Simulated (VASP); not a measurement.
Input of a VASP 6.6.1 run:

File INCAR:

```
ALGO = Normal
EDIFF = 1E-6
ENCUT = 520
GGA = CA
ISIF = 2
ISMEAR = -1
LASPH = True
LCHARG = False
LREAL = False
LWAVE = False
NBANDS = 12
NELM = 80
PREC = Accurate
SIGMA = 0.1
```

KPOINTS

```
k-points
0
Gamma
  21 21 21
```

Contents of POSCAR:

```
Zr
1.0
   -1.6710603976      1.6710603976      1.6710603976
    1.6710603976     -1.6710603976      1.6710603976
    1.6710603976      1.6710603976     -1.6710603976
Zr
1
Direct
    0.0000000000      0.0000000000      0.0000000000
```

Potentials or basis: VASP PAW LDA potentials, release 64 (Zr_sv).

The run is started by

```sh
$ cat potpaw_LDA.64/Zr_sv/POTCAR > POTCAR
$ mpirun -np 1 vasp_std > vasp.out
```

**Question.** Predict the band gap on the k mesh.

**Answer.** Zero (band 6 reaches 12.33 eV, above the bottom of band 7 at 10.37 eV).

**Question.** Estimate the pressure.

**Answer.** 15.1 GPa.
